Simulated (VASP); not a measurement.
The system is MnS.

```
CELL_PARAMETERS angstrom
1.83000 1.05655 2.97092
-1.83000 1.05655 2.97092
0.00000 -2.11310 2.97092
ATOMIC_POSITIONS crystal
Mn 0.00000 0.00000 0.00000
S 0.50000 0.50000 0.50000
```

Base run:

* Program: VASP 6.6.1
* Functional: PBEsol
* Potentials or basis: VASP PAW PBE potentials, release 64 (Mn_pv, S)
* Cutoff: 520 eV
* k mesh: 9 × 9 × 9
* Occupations: gaussian, width 0.05 eV
* Spin: collinear spin, ferromagnetic start
* Starting moments: [4.0, 0.0] μB

Its results: pressure -5.9 GPa; net moment 4.64 μB per cell; site moments Mn +4.19; S +0.10 μB.

Task: The run is repeated on the same cell with these changes: functional from PBEsol to PBE; occupations from gaussian, width 0.05 eV to gaussian, width 0.1 eV. What comes out?

Result: Pressure -1.5 GPa; net moment 4.66 μB per cell; site moments Mn +4.22; S +0.10 μB.

Caveats: a cell with one magnetic atom can't hold antiferromagnetic order, which such compounds often take; the cell stands under tension (at least some runs); the PAW data sets were made with another functional, which shifts forces and pressure a little (at least some runs).
